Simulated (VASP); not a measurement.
# Ti2AlN3 (P-3m1) in VASP: single point with PBE

Aim: the single point of Ti2AlN3 with PBE.

Program: VASP 6.6.1. These are calculated values, not measurements. Logs are shortened: lines on timing, memory, paths and dates and some standing lists are left out, and cuts for length are marked.

## (1) The cell of the first run

It takes space group P-3m1 (No. 164, trigonal). The conventional cell has a = 2.961 Å, b = 2.961 Å, c = 7.313 Å, α = 90.00°, β = 90.00°, γ = 120.00°. Within 2.7 Å of Ti (site symmetry 3m) lie 6 N at 2.08 to 2.17 Å. Al (site symmetry -3m) has 6 N at 2.05 Å within 2.7 Å. Within 2.7 Å of N (site symmetry -3m) lie 6 Ti at 2.08 Å. Within 2.7 Å of N (site symmetry 3m) lie 3 Al at 2.05 Å and 3 Ti at 2.17 Å.

## (2) Single point, PBE

Input file INCAR:

```
  ALGO = Normal
  EDIFF = 1E-6
  ENCUT = 520
  GGA = PE
  ISIF = 2
  ISMEAR = 0
  LASPH = True
  LCHARG = False
  LREAL = False
  LWAVE = False
  NBANDS = 30
  NELM = 60
  PREC = Accurate
  SIGMA = 0.1
```

Input file KPOINTS:

```
k-points
0
Gamma
  12 12 6
```

Input file POSCAR:

```
Ti2AlN3
1.0
    2.9606062680      0.0000000000      0.0000000000
   -1.4803031340      2.5639602387      0.0000000000
    0.0000000000      0.0000000000      7.3130621213
Ti Al N
2 1 3
Direct
    0.3333333333      0.6666666667      0.6612715631
    0.6666666667      0.3333333333      0.3387284369
    0.0000000000      0.0000000000      0.0000000000
    0.0000000000      0.0000000000      0.5000000000
    0.3333333333      0.6666666667      0.1556646308
    0.6666666667      0.3333333333      0.8443353692
```

Potentials or basis: VASP PAW PBE potentials, release 64 (Ti_sv, Al, N).

Command:

```sh
$ cat potpaw_PBE.64/Ti_sv/POTCAR potpaw_PBE.64/Al/POTCAR potpaw_PBE.64/N/POTCAR > POTCAR
$ mpirun -np 1 vasp_std > vasp.out
```

OUTCAR:

```text
EDIFF = 1E-6
   ENCUT = 520
   GGA = PE
   ISIF = 2
   ISMEAR = 0
   LASPH = True
   LREAL = False
   NELM = 60
   PREC = Accurate

 ion  position               nearest neighbor table
   1  0.333  0.667  0.661-   4 2.08   4 2.08   4 2.08   6 2.17   6 2.17   6 2.17   2 2.91   2 2.91
                             2 2.91   3 3.01   3 3.01   3 3.01
   2  0.667  0.333  0.339-   4 2.08   4 2.08   4 2.08   5 2.17   5 2.17   5 2.17   1 2.91   1 2.91
                             1 2.91   3 3.01   3 3.01   3 3.01
   3  0.000  0.000  0.000-   5 2.05   6 2.05   6 2.05   5 2.05   6 2.05   5 2.05   1 3.01   2 3.01
                             1 3.01   2 3.01   2 3.01   1 3.01
   4  0.000  0.000  0.500-   1 2.08   2 2.08   2 2.08   1 2.08   2 2.08   1 2.08
   5  0.333  0.667  0.156-   3 2.05   3 2.05   3 2.05   2 2.17   2 2.17   2 2.17
   6  0.667  0.333  0.844-   3 2.05   3 2.05   3 2.05   1 2.17   1 2.17   1 2.17

  LATTYP: Found a hexagonal cell.
 ALAT       =     2.9606062680
 C/A-ratio  =     2.4701231637

  Lattice vectors:

 A1 = (   2.9606062680,   0.0000000000,   0.0000000000)
 A2 = (  -1.4803031340,   2.5639602387,   0.0000000000)
 A3 = (   0.0000000000,   0.0000000000,   7.3130621213)

Analysis of symmetry for initial positions (statically):
=====================================================================
 Subroutine PRICEL returns:
 Original cell was already a primitive cell.

 Routine SETGRP: Setting up the symmetry group for a
 hexagonal supercell.

 Subroutine GETGRP returns: Found 12 space group operations
 (whereof 12 operations were pure point group operations)
 out of a pool of 24 trial point group operations.

The static configuration has the point symmetry D_3d.

Analysis of symmetry for dynamics (positions and initial velocities):
=====================================================================
 Subroutine PRICEL returns:
 Original cell was already a primitive cell.

 Routine SETGRP: Setting up the symmetry group for a
 hexagonal supercell.

 Subroutine GETGRP returns: Found 12 space group operations
 (whereof 12 operations were pure point group operations)
 out of a pool of 24 trial point group operations.

The dynamic configuration has the point symmetry D_3d.

 Subroutine INISYM returns: Found 12 space group operations
 (whereof 12 operations are pure point group operations),
 and found     1 'primitive' translations

[... 101 lines left out ...]
   NELM   =     60;   NELMIN=  2; NELMDL= -5     # of ELM steps
   EDIFF  = 0.1E-05   stopping-criterion for ELM
   LREAL  =      F    real-space projection
   EDIFFG = 0.1E-04   stopping-criterion for IOM
   NSW    =      0    number of steps for IOM
   IBRION =     -1    ionic relax: 0-MD 1-quasi-New 2-CG
   NFREE  =      0    steps in history (QN), initial steepest desc. (CG)
   ISIF   =      2    stress and relaxation
   ISYM   =      2    0-nonsym 1-usesym 2-fastsym
   POTIM  = 0.5000    time-step for ionic-motion
   TEBEG  =    0.0;   TEEND  =   0.0 temperature during run
   PSTRESS=    0.0 pullay stress
   NELECT =      42.0000    total number of electrons
   NUPDOWN=      -1.0000    fix difference up-down
   EMIN   =  10.00;   EMAX   =-10.00  energy-range for DOS
   EFERMI =   0.00;   METHOD = LEGACY
   ISMEAR =     0;   SIGMA  =   0.10  broadening in eV -4-tet -1-fermi 0-gaus
   EFERMI_NEDOS =   21; number of points for ismear=-14 and -15
   IALGO  =     38    algorithm
   IMIX   =      4    mixing-type and parameters
     AMIX     =   0.40;   BMIX     =  1.00
     AMIX_MAG =   1.60;   BMIX_MAG =  1.00
  volume/ion in A,a.u.               =       9.25        62.44
  Fermi-wavevector in a.u.,A,eV,Ry     =   1.491744  2.818987 30.277032  2.225299
  Thomas-Fermi vector in A             =   2.604360
   LORBIT       =      0    0 simple, 1 ext, 2 COOP (PROOUT), +10 PAW based schemes
   GGA     = PE    functional components
   LHFCALC =     F    Hartree Fock is set to
   AEXX    =    0.0000 exact exchange contribution
   IVDW    =     0    specifies the selected vdW correction
   LEPSILON=     F    determine dielectric tensor
   LRPA    =     F    only Hartree local field effects (RPA)
 non-spin polarized calculation
 Gauss-broadening in eV      SIGMA  =   0.10
  energy-cutoff  :      520.00
  volume of cell :       55.51
 maximum number of plane-waves:      1528
 NGX is ok and might be reduce to    24
   NGX = 11   NGY = 11   NGZ = 27

 number of electron      42.0000003 magnetization

 Free energy of the ion-electron system (eV)
  ---------------------------------------------------
  ext. energy  EPLUGINS =         0.00000000
  ---------------------------------------------------
  free energy    TOTEN  =       -53.53675551 eV

  energy without entropy =      -53.52715972  energy(sigma->0) =      -53.53195761

 E-fermi :  11.1959     XC(G=0): -12.7171

 val. band max:       11.1712324685   @ k =  -0.2500  -0.4167   0.1667
 cond. band min:      11.2027348247   @ k =   0.2500   0.2500   0.3333
 fundamental gap:      0.0315023562
 Fermi energy:        11.1959284970

 k-point     1 :       0.0000    0.0000    0.0000
  band No.  band energies     occupation
      1     -46.5782      2.00000
      2     -46.5082      2.00000
      3     -23.1125      2.00000
      4     -22.6896      2.00000
      5     -22.5933      2.00000
      6     -22.5933      2.00000
[... 781 lines left out ...]
     29      15.3047      0.00000
     30      15.8546      0.00000

 [... further k-points ...]
[... 5 lines left out ...]
  --------------------------------------------------------------------------------------
  -------------------------------------------------------------------------------------
  Total        0.0771775      0.0771775      0.0821703      0.0000000      0.0000000      0.0000000
  in kB        2.2274596      2.2274596      2.3715594      0.0000000      0.0000000      0.0000000
  external PRESSURE =       2.2754929 kB  Pullay stress =       0.0000000 kB

 VOLUME and BASIS-vectors are now :
 -----------------------------------------------------------------------------
  energy-cutoff  :      520.00
  volume of cell :       55.51
      direct lattice vectors                 reciprocal lattice vectors
     2.960606268  0.000000000  0.000000000     0.337768656  0.195010824  0.000000000
    -1.480303134  2.563960239  0.000000000     0.000000000  0.390021649  0.000000000
     0.000000000  0.000000000  7.313062121     0.000000000  0.000000000  0.136741625

 POSITION                                       TOTAL-FORCE (eV/Angst)
 -----------------------------------------------------------------------------------
     -0.00000      1.70931      4.83592         0.000000     -0.000000      0.017483
      1.48030      0.85465      2.47714        -0.000000      0.000000     -0.017483
      0.00000      0.00000      0.00000         0.000000      0.000000      0.000000
      0.00000      0.00000      3.65653         0.000000      0.000000      0.000000
     -0.00000      1.70931      1.13839        -0.000000      0.000000     -0.027295
      1.48030      0.85465      6.17468         0.000000      0.000000      0.027295
 -----------------------------------------------------------------------------------
    total drift:                               -0.000000      0.000000      0.000000

  FREE ENERGIE OF THE ION-ELECTRON SYSTEM (eV)
  ---------------------------------------------------
  free  energy   TOTEN  =       -53.5367555089 eV

  energy  without entropy=      -53.5271597189  energy(sigma->0) =      -53.53195761
```

OSZICAR:

```text
N       E                     dE             d eps       ncg     rms          rms(c)
DAV:   1     0.513364598917E+03    0.51336E+03   -0.20537E+04  6128   0.164E+03
DAV:   2     0.981426144252E+01   -0.50355E+03   -0.47987E+03  6194   0.494E+02
DAV:   3    -0.607533733578E+02   -0.70568E+02   -0.69019E+02  8724   0.166E+02
DAV:   4    -0.656270309669E+02   -0.48737E+01   -0.48586E+01  8380   0.408E+01
DAV:   5    -0.658204229070E+02   -0.19339E+00   -0.19330E+00  8730   0.720E+00    0.267E+01
DAV:   6    -0.536706186843E+02    0.12150E+02   -0.67582E+01  8476   0.665E+01    0.838E+00
DAV:   7    -0.536295506602E+02    0.41068E-01   -0.10046E+01  8230   0.254E+01    0.767E+00
DAV:   8    -0.535360590232E+02    0.93492E-01   -0.50989E-01  7446   0.633E+00    0.385E+00
DAV:   9    -0.535433044159E+02   -0.72454E-02   -0.22170E-01  8736   0.343E+00    0.105E+00
DAV:  10    -0.535369878904E+02    0.63165E-02   -0.39336E-02  7882   0.224E+00    0.351E-01
DAV:  11    -0.535367822705E+02    0.20562E-03   -0.51208E-03  7756   0.582E-01    0.754E-02
DAV:  12    -0.535367623333E+02    0.19937E-04   -0.25478E-04  7102   0.124E-01    0.439E-02
DAV:  13    -0.535367590304E+02    0.33029E-05   -0.11167E-04  8752   0.110E-01    0.201E-02
DAV:  14    -0.535367565752E+02    0.24552E-05   -0.39592E-05  9102   0.565E-02    0.782E-03
DAV:  15    -0.535367552293E+02    0.13459E-05   -0.38986E-06  5888   0.181E-02    0.203E-03
DAV:  16    -0.535367555089E+02   -0.27961E-06   -0.63603E-07  3378   0.655E-03
   1 F= -.53536756E+02 E0= -.53531958E+02  d E =-.959579E-02
```

Wall time 4.7 min (1 thread of AMD EPYC 7R13 (Zen 3), shared host); peak memory 0.25 GiB.

What came out:

| Property | Result |
| --- | --- |
| Free energy | -53.5368 eV |
| Pressure | 0.2 GPa |
| Largest force | 0.027 eV/Å |
| Band gap on the k mesh | zero (band 21 reaches 12.15 eV, above the bottom of band 22 at 11.02 eV) |

Forces on the atoms (eV/Å):
```
Ti   0.000  0.000  0.017
Ti   0.000  0.000 -0.017
Al   0.000  0.000  0.000
N    0.000  0.000  0.000
N    0.000  0.000 -0.027
N    0.000  0.000  0.027
```

Levels at points of the mesh, in eV from the Fermi level:
| k point | band 18 | band 19 | band 20 | band 21 | band 22 | band 23 | band 24 | band 25 |
| --- | --- | --- | --- | --- | --- | --- | --- | --- |
| (0.00, 0.00, 0.00) | -1.76 | -1.76 | -1.75 | -0.20 | -0.10 | -0.10 | 1.28 | 1.28 |
| (0.50, 0.00, 0.00) | -3.60 | -3.49 | -3.29 | -2.35 | 0.86 | 1.98 | 2.34 | 2.38 |
| (0.00, 0.00, 0.50) | -2.80 | -2.23 | -2.23 | -0.03 | -0.03 | 0.17 | 1.24 | 1.24 |
| (0.50, 0.00, 0.50) | -4.17 | -3.73 | -2.77 | -1.63 | 0.52 | 1.98 | 2.28 | 2.30 |
